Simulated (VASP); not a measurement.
A run of VASP 6.6.1 is set up as follows.

INCAR

```
SYSTEM = CuO
PREC     = Accurate       ! precision mode
ENCUT    = 520            ! plane-wave cutoff, eV
EDIFF    = 1E-7           ! SCF threshold, eV
ISMEAR   = -1             ! smearing method
SIGMA    = 0.05           ! smearing width, eV
LREAL    = .FALSE.        ! projectors in reciprocal space
LASPH    = .TRUE.         ! aspherical terms in the spheres
NELM     = 60             ! most SCF steps
ALGO     = Normal         ! electronic algorithm
ISIF     = 2              ! what is computed and relaxed
LWAVE    = .FALSE.        ! write WAVECAR
LCHARG   = .FALSE.        ! write CHGCAR
GGA      = PE             ! functional
NBANDS   = 25             ! bands
```

KPOINTS

```
regular mesh
0
G
  10 10 5
  0 0 0
```

File POSCAR:

```
CuO
1.0
    2.2585095169     -1.6943045156      0.0713203242
    2.2684820757      1.7079515803      0.0471657389
   -0.6936378510     -0.0381720707      5.0243648704
Cu O
2 2
Direct
    0.0142532200      0.4796454100      0.0604322300
    0.4708797100      0.1540682100      0.4741201700
    0.5692681500      0.2960328600      0.2639427200
    0.4455989200      0.5702535100      0.7015048700
```

Potentials or basis: VASP PAW PBE potentials, release 64 (Cu, O).

Run with:

```sh
$ cat potpaw_PBE.64/Cu/POTCAR potpaw_PBE.64/O/POTCAR > POTCAR
$ mpirun -np 1 vasp_std > vasp.out
```

(1) Predict the largest force.

(2) Estimate the band gap on the k mesh.

(3) Predict the pressure.

Answers

(1) 45.233 eV/Å.

(2) zero (band 17 reaches 7.04 eV, above the bottom of band 18 at 6.57 eV).

(3) 121.0 GPa.

Caveat: semilocal functionals often make such compounds metallic where correlation or magnetic order opens a gap, which also shifts bond lengths; forces of over 1 eV/Å act on the atoms, so gaps and moduli don't describe the material at rest.
